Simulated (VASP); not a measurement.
# Li (P6_3/mmc) in VASP: a series of runs

Li is run at these levels: PBE; tasks: single point.

All numbers are computed with VASP 6.6.1; they aren't measurements. Logs are shortened: lines on timing, memory, paths and dates and some standing lists are left out, and cuts for length are marked.

### 1 The cell of the first run

It takes space group P6_3/mmc (No. 194, hexagonal). The conventional cell has a = 3.055 Å, b = 3.055 Å, c = 5.003 Å, α = 90.00°, β = 90.00°, γ = 120.00°. Li (site symmetry -6m2) has 12 Li at 3.05 to 3.06 Å within 4.0 Å.

This isn't the form of Li at room conditions, which is bcc.

### 2 Single point, PBE

INCAR

```
SYSTEM = Li
PREC = Accurate
ENCUT = 520
EDIFF = 1E-6
ISMEAR = -1
SIGMA = 0.05
LREAL = .FALSE.
LASPH = .TRUE.
NELM = 80
ALGO = Normal
ISIF = 2
LWAVE = .FALSE.
LCHARG = .FALSE.
GGA = PE
NBANDS = 10
```

KPOINTS

```
regular mesh
0
G
  15 15 8
  0 0 0
```

POSCAR

```
Li
1.0
    1.5272886041     -2.6453414601      0.0000000000
    1.5272886041      2.6453414601      0.0000000000
    0.0000000000      0.0000000000      5.0027240925
Li
2
Direct
    0.6666666670      0.3333333330      0.2500000000
    0.3333333330      0.6666666670      0.7500000000
```

Potentials or basis: VASP PAW PBE potentials, release 64 (Li_sv).

On the command line:

```sh
cat potpaw_PBE.64/Li_sv/POTCAR > POTCAR
mpirun -np 1 vasp_std > vasp.out
```

OUTCAR:

```text
SYSTEM = Li
   PREC = Accurate
   ENCUT = 520
   EDIFF = 1E-6
   ISMEAR = -1
   LREAL = .FALSE.
   LASPH = .TRUE.
   NELM = 80
   ISIF = 2
   GGA = PE

 ion  position               nearest neighbor table
   1  0.667  0.333  0.250-
   2  0.333  0.667  0.750-

  LATTYP: Found a hexagonal cell.
 ALAT       =     3.0545772082
 C/A-ratio  =     1.6377795523

  Lattice vectors:

 A1 = (   1.5272886041,  -2.6453414601,   0.0000000000)
 A2 = (   1.5272886041,   2.6453414601,   0.0000000000)
 A3 = (   0.0000000000,   0.0000000000,   5.0027240925)

Analysis of symmetry for initial positions (statically):
=====================================================================
 Subroutine PRICEL returns:
 Original cell was already a primitive cell.

 Routine SETGRP: Setting up the symmetry group for a
 hexagonal supercell.

 Subroutine GETGRP returns: Found 24 space group operations
 (whereof 12 operations were pure point group operations)
 out of a pool of 24 trial point group operations.

The static configuration has the point symmetry D_3d.
 The point group associated with its full space group is D_6h.

Analysis of symmetry for dynamics (positions and initial velocities):
=====================================================================
 Subroutine PRICEL returns:
 Original cell was already a primitive cell.

 Routine SETGRP: Setting up the symmetry group for a
 hexagonal supercell.

 Subroutine GETGRP returns: Found 24 space group operations
 (whereof 12 operations were pure point group operations)
 out of a pool of 24 trial point group operations.

The dynamic configuration has the point symmetry D_3d.
 The point group associated with its full space group is D_6h.

 Subroutine INISYM returns: Found 24 space group operations
 (whereof 12 operations are pure point group operations),
 and found     1 'primitive' translations

----------------------------------------------------------------------------------------

                                     Primitive cell

  volume of cell :      40.4240

  direct lattice vectors                    reciprocal lattice vectors
     1.527288604 -2.645341460  0.000000000     0.327377549 -0.189011516  0.000000000
     1.527288604  2.645341460  0.000000000     0.327377549  0.189011516  0.000000000
     0.000000000  0.000000000  5.002724093     0.000000000  0.000000000  0.199891096

  length of vectors
     3.054577208  3.054577208  5.002724093     0.378023032  0.378023032  0.199891096

  position of ions in fractional coordinates (direct lattice)
     0.666666667  0.333333333  0.250000000
     0.333333333  0.666666667  0.750000000

  ion indices of the primitive-cell ions
   primitive index   ion index
                 1           1
                 2           2

----------------------------------------------------------------------------------------

 KPOINTS: regular mesh

Automatic generation of k-mesh.
 Grid dimensions read from file:
 generate k-points for:   15   15    8

 Generating k-lattice:

  Cartesian coordinates                     Fractional coordinates (reciprocal lattice)
     0.021825170 -0.012600768  0.000000000     0.066666667  0.000000000  0.000000000
     0.021825170  0.012600768  0.000000000     0.000000000  0.066666667  0.000000000
     0.000000000  0.000000000  0.024986387     0.000000000  0.000000000  0.125000000

  Length of vectors
     0.025201535  0.025201535  0.024986387

  Shift w.r.t. Gamma in fractional coordinates (k-lattice)
     0.000000000  0.000000000  0.000000000

 Subroutine IBZKPT returns following result:
 ===========================================

 Found    135 irreducible k-points:

 Following reciprocal coordinates:
            Coordinates               Weight
  0.000000  0.000000  0.000000      1.000000
  0.066667  0.000000  0.000000      6.000000
  0.133333  0.000000  0.000000      6.000000
  0.200000  0.000000  0.000000      6.000000
  0.266667  0.000000  0.000000      6.000000
  0.333333  0.000000  0.000000      6.000000
[... 16 lines left out ...]
  0.333333  0.200000  0.000000     12.000000
  0.400000  0.200000  0.000000      6.000000
 [... further k-points ...]
   k-points           NKPTS =    135   k-points in BZ     NKDIM =    135   number of bands    NBANDS=     10
   number of dos      NEDOS =    301   number of ions     NIONS =      2
   total plane-waves  NPLWV =  23040
   dimension x,y,z NGX =    24 NGY =   24 NGZ =   40
   dimension x,y,z NGXF=    48 NGYF=   48 NGZF=   80
   ions per type =               2
   NGX,Y,Z   is equivalent  to a cutoff of  13.06, 13.06, 13.29 a.u.
   NGXF,Y,Z  is equivalent  to a cutoff of  26.12, 26.12, 26.58 a.u.
 SYSTEM =  Li
   PREC   = accura    normal or accurate (medium, high low for compatibility)
   ISTART =      0    job   : 0-new  1-cont  2-samecut
   ICHARG =      2    charge: 1-file 2-atom 10-const
   ISPIN  =      1    spin polarized calculation?
   LNONCOLLINEAR =      F non collinear calculations
   LSORBIT =      F    spin-orbit coupling
   LASPH  =      T    aspherical Exc in radial PAW
   ENCUT  =  520.0 eV  38.22 Ry    6.18 a.u.   5.68  5.68  9.30*2*pi/ulx,y,z
   NELM   =     80;   NELMIN=  2; NELMDL= -5     # of ELM steps
   EDIFF  = 0.1E-05   stopping-criterion for ELM
   LREAL  =      F    real-space projection
   EDIFFG = 0.1E-04   stopping-criterion for IOM
   NSW    =      0    number of steps for IOM
   IBRION =     -1    ionic relax: 0-MD 1-quasi-New 2-CG
   NFREE  =      0    steps in history (QN), initial steepest desc. (CG)
   ISIF   =      2    stress and relaxation
   ISYM   =      2    0-nonsym 1-usesym 2-fastsym
   POTIM  = 0.5000    time-step for ionic-motion
   TEBEG  =    0.0;   TEEND  =   0.0 temperature during run
   PSTRESS=    0.0 pullay stress
   NELECT =       6.0000    total number of electrons
   NUPDOWN=      -1.0000    fix difference up-down
   EMIN   =  10.00;   EMAX   =-10.00  energy-range for DOS
   EFERMI =   0.00;   METHOD = LEGACY
   ISMEAR =    -1;   SIGMA  =   0.05  broadening in eV -4-tet -1-fermi 0-gaus
   EFERMI_NEDOS =   21; number of points for ismear=-14 and -15
   IALGO  =     38    algorithm
   IMIX   =      4    mixing-type and parameters
     AMIX     =   0.40;   BMIX     =  1.00
     AMIX_MAG =   1.60;   BMIX_MAG =  1.00
  volume/ion in A,a.u.               =      20.21       136.40
  Fermi-wavevector in a.u.,A,eV,Ry     =   0.866786  1.637989 10.222312  0.751319
  Thomas-Fermi vector in A             =   1.985226
   LORBIT       =      0    0 simple, 1 ext, 2 COOP (PROOUT), +10 PAW based schemes
   GGA     = PE    functional components
   LHFCALC =     F    Hartree Fock is set to
   AEXX    =    0.0000 exact exchange contribution
   IVDW    =     0    specifies the selected vdW correction
   LEPSILON=     F    determine dielectric tensor
   LRPA    =     F    only Hartree local field effects (RPA)
 non-spin polarized calculation
  energy-cutoff  :      520.00
  volume of cell :       40.42
 maximum number of plane-waves:      1108
 NGX is ok and might be reduce to    24
   NGX = 11   NGY = 11   NGZ = 19

 number of electron       6.0000001 magnetization

 Free energy of the ion-electron system (eV)
  ---------------------------------------------------
  ext. energy  EPLUGINS =         0.00000000
  ---------------------------------------------------
  free energy    TOTEN  =        -3.81521839 eV

  energy without entropy =       -3.80667479  energy(sigma->0) =       -3.81094659

 E-fermi :   0.6347     XC(G=0):  -7.0512

 val. band max:        0.6193014507   @ k =   0.4000   0.0667   0.3750
 cond. band min:       0.6417645823   @ k =   0.4000   0.0000   0.5000
 fundamental gap:      0.0224631316
 Fermi energy:         0.6346567262

 k-point     1 :       0.0000    0.0000    0.0000
  band No.  band energies     occupation
      1     -45.8909      2.00000
      2     -45.8729      2.00000
      3      -2.9314      2.00000
      4       0.5995      1.33752
      5       3.5425      0.00000
      6      13.1452      0.00000
      7      13.1453      0.00000
      8      14.5413      0.00000
      9      14.5413      0.00000
     10      15.0834      0.00000

 k-point     2 :       0.0667    0.0000    0.0000
  band No.  band energies     occupation
      1     -45.8901      2.00000
      2     -45.8725      2.00000
      3      -2.8605      2.00000
      4       0.6932      0.47320
      5       3.5696      0.00000
      6      12.3563      0.00000
      7      12.5977      0.00000
      8      14.5218      0.00000
      9      14.8843      0.00000
     10      15.0125      0.00000

 k-point     3 :       0.1333    0.0000    0.0000
  band No.  band energies     occupation
      1     -45.8881      2.00000
      2     -45.8715      2.00000
      3      -2.6476      2.00000
      4       0.9741      0.00225
      5       3.6458      0.00000
      6      10.7579      0.00000
      7      11.7117      0.00000
      8      14.4306      0.00000
      9      14.6258      0.00000
     10      15.0100      0.00000

 k-point     4 :       0.2000    0.0000    0.0000
  band No.  band energies     occupation
      1     -45.8851      2.00000
      2     -45.8702      2.00000
      3      -2.2927      2.00000
      4       1.4415      0.00000
      5       3.7434      0.00000
      6       9.0768      0.00000
      7      10.8850      0.00000
      8      13.4744      0.00000
      9      13.5734      0.00000
     10      14.5446      0.00000
[... 222 lines left out ...]
 k-point    22 :       0.2667    0.2000    0.0000
  band No.  band energies     occupation
      1     -45.8740      2.00000
      2     -45.8668      2.00000
      3      -0.2979      2.00000
      4       3.7048      0.00000
      5       4.0283      0.00000
      6       5.1547      0.00000
      7       7.3746      0.00000
      8       9.4636      0.00000
      9      11.4098      0.00000
     10      11.5936      0.00000

 k-point    23 :       0.3333    0.2000    0.0000
  band No.  band energies     occupation
      1     -45.8716      2.00000
      2     -45.8668      2.00000
      3       0.5246      1.80080
      4       2.8456      0.00000
      5       4.9420      0.00000
      6       5.0918      0.00000
      7       7.0239      0.00000
      8       8.0024      0.00000
      9      10.9193      0.00000
     10      11.1787      0.00000

 k-point    24 :       0.4000    0.2000    0.0000
  band No.  band energies     occupation
      1     -45.8706      2.00000
      2     -45.8670      2.00000
      3       1.1457      0.00007
      4       2.1438      0.00000
      5       4.9537      0.00000
      6       5.9447      0.00000
      7       6.8944      0.00000
      8       7.0008      0.00000
      9      10.7453      0.00000
     10      11.0551      0.00000

 [... further k-points ...]

------------------------ aborting loop because EDIFF is reached ----------------------------------------

  FORCE on cell =-STRESS in cart. coord.  units (eV):
  Direction    XX          YY          ZZ          XY          YZ          ZX
  --------------------------------------------------------------------------------------
  -------------------------------------------------------------------------------------
  Total       -0.0152808     -0.0152808     -0.0122543      0.0000000     -0.0000000      0.0000000
  in kB       -0.6056429     -0.6056429     -0.4856898      0.0000000     -0.0000000      0.0000000
  external PRESSURE =      -0.5656585 kB  Pullay stress =       0.0000000 kB

 VOLUME and BASIS-vectors are now :
 -----------------------------------------------------------------------------
  energy-cutoff  :      520.00
  volume of cell :       40.42
      direct lattice vectors                 reciprocal lattice vectors
     1.527288604 -2.645341460  0.000000000     0.327377549 -0.189011516  0.000000000
     1.527288604  2.645341460  0.000000000     0.327377549  0.189011516  0.000000000
     0.000000000  0.000000000  5.002724093     0.000000000  0.000000000  0.199891096

 POSITION                                       TOTAL-FORCE (eV/Angst)
 -----------------------------------------------------------------------------------
      1.52729     -0.88178      1.25068        -0.000000      0.000000      0.000000
      1.52729      0.88178      3.75204         0.000000     -0.000000      0.000000
 -----------------------------------------------------------------------------------
    total drift:                                0.000000      0.000000      0.000000

  FREE ENERGIE OF THE ION-ELECTRON SYSTEM (eV)
  ---------------------------------------------------
  free  energy   TOTEN  =        -3.8152183884 eV

  energy  without entropy=       -3.8066747930  energy(sigma->0) =       -3.81094659
```

It took 23 s on 1 thread of Intel Xeon Platinum 8259CL at 2.50GHz (Skylake/Cascade Lake), shared host; peak memory 0.17 GiB.

What came out:

```yaml
Free_energy: -3.8152 eV
Band_gap_on_the_k_mesh: zero (bands 3 and 4 overlap by 4.63 eV)
```

Levels at points of the mesh, in eV from the Fermi level:
```
           k point  band 1  band 2  band 3  band 4  band 5  band 6  band 7  band 8
(0.00, 0.00, 0.00)  -46.53  -46.51   -3.57   -0.04    2.91   12.51   12.51   13.91
(0.00, 0.00, 0.50)  -46.52  -46.52   -2.46   -2.46    7.95    7.95   13.42   13.42
```

Caveat: the cutoff is under 1.25 times the usual one of these potentials, so pressure, stress and relaxed cells hold a basis-set (Pulay) error.

### 3 Single point, PBE

INCAR

```
PREC = Accurate
ENCUT = 520
EDIFF = 1E-7
ISMEAR = -1
SIGMA = 0.05
LREAL = F
LASPH = T
NELM = 80
ALGO = Normal
ISIF = 2
LWAVE = F
LCHARG = T
GGA = PE
LELF = T
LVHAR = T
NBANDS = 10
```

KPOINTS

```
regular mesh
0
Gamma
  15 15 8
```

POSCAR is that of step 2.

Potentials or basis: VASP PAW PBE potentials, release 64 (Li_sv).

On the command line:

```sh
cat potpaw_PBE.64/Li_sv/POTCAR > POTCAR
mpirun -np 1 vasp_std > vasp.out
```

Wall time 25 s (1 thread of Intel Xeon Platinum 8259CL at 2.50GHz (Skylake/Cascade Lake), shared host); peak memory 0.17 GiB.

It converged, with:

```
Free energy            : -3.8152 eV
Band gap on the k mesh : zero (bands 3 and 4 overlap by 4.63 eV)
```

Levels at points of the mesh, in eV from the Fermi level:
```csv
k point,band 1,band 2,band 3,band 4,band 5,band 6
"(0.00, 0.00, 0.00)",-46.53,-46.51,-3.57,-0.04,2.91,12.51
"(0.00, 0.00, 0.50)",-46.52,-46.52,-2.46,-2.46,7.95,7.95
```

Caveat: the cutoff is under 1.25 times the usual one of these potentials, so pressure, stress and relaxed cells hold a basis-set (Pulay) error.
